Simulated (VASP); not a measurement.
Set up this calculation in VASP 6.6.1, as the native input.

```
Task                   : single point
Functional             : PBE
Potentials or basis    : VASP PAW PBE potentials, release 64 (Rh_pv)
Cutoff                 : 520 eV
k mesh                 : 18 × 18 × 18
Occupations            : gaussian, width 0.1 eV
Spin                   : no spin polarisation
Dipole correction      : no
Further INCAR settings : ALGO = Normal; EDIFF = 1e-06; NBANDS = 14
```

The structure of Rh lies in POSCAR:

```
Rh
1.0
    0.0000000000      1.8557241576      1.8557241576
    1.8557241576      0.0000000000      1.8557241576
    1.8557241576      1.8557241576      0.0000000000
Rh
1
Direct
    0.0000000000      0.0000000000      0.0000000000
```

This cell differs from its parent crystal: volume scaled by 0.91.

These files were run (other wordings do the same):

INCAR

```
PREC = Accurate ; ENCUT = 520
EDIFF = 1E-6 ; ISMEAR = 0
SIGMA = 0.1 ; LREAL = F
LASPH = T ; NELM = 80
ALGO = Normal ; ISIF = 2
LWAVE = F ; LCHARG = T
GGA = PE ; LELF = T
LVHAR = T ; NBANDS = 14
```

KPOINTS

```
regular mesh
0
Gamma
  18 18 18
```

Potentials or basis: VASP PAW PBE potentials, release 64 (Rh_pv).

Command:

```sh
$ cat potpaw_PBE.64/Rh_pv/POTCAR > POTCAR
$ mpirun -np 1 vasp_std > vasp.out
```

It gave:

The pressure is 31.0 GPa.

Wall time 20 s on 1 thread of Intel(R) Xeon(R) Platinum 8488C (Sapphire Rapids), on a shared host, peak memory 0.15 GiB.
